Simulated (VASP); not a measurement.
Wanted: the native input for a VASP 6.6.1 run.

- Task: single point
- Functional: LDA
- Potentials or basis: VASP PAW LDA potentials, release 64 (Cu, As)
- Cutoff: 520 eV
- k mesh: 12 × 12 × 8
- Occupations: gaussian, width 0.15 eV
- Spin: no spin polarisation
- Dipole correction: no
- Further INCAR settings: ALGO = Normal; EDIFF = 1e-06; NBANDS = 24

The structure of CuAs lies in POSCAR:

```
CuAs
1.0
    3.9561000000      0.0000000000      0.0000000000
   -1.9780500000      3.4260830999      0.0000000000
    0.0000000000      0.0000000000      4.9876000000
Cu As
2 2
Direct
    0.0000000000      0.0000000000      0.5000000000
    0.0000000000      0.0000000000      0.0000000000
    0.6666666667      0.3333333333      0.7500000000
    0.3333333333      0.6666666667      0.2500000000
```

The input as run:

INCAR

```
SYSTEM = CuAs
  PREC = Accurate
  ENCUT = 520
  EDIFF = 1E-6
  ISMEAR = 0
  SIGMA = 0.15
  LREAL = .FALSE.
  LASPH = .TRUE.
  NELM = 100
  ALGO = Normal
  ISIF = 2
  LWAVE = .FALSE.
  LCHARG = .TRUE.
  GGA = CA
  LELF = .TRUE.
  LVHAR = .TRUE.
  NBANDS = 24
```

KPOINTS

```
Automatic mesh
0
G
  12 12 8
  0 0 0
```

Potentials or basis: VASP PAW LDA potentials, release 64 (Cu, As).

Command:

```bash
$ cat potpaw_LDA.64/Cu/POTCAR potpaw_LDA.64/As/POTCAR > POTCAR
$ mpirun -np 1 vasp_std > vasp.out
```

Results of the run:

The pressure is -11.0 GPa. The band gap on the k mesh is zero (bands 16 and 17 overlap by 1.86 eV).

Caveat: the cell stands under tension.

Wall time 3 min on 1 thread of AMD EPYC 7R43 64-Core Processor (Zen 3), with other jobs on the host, peak memory 0.22 GiB.
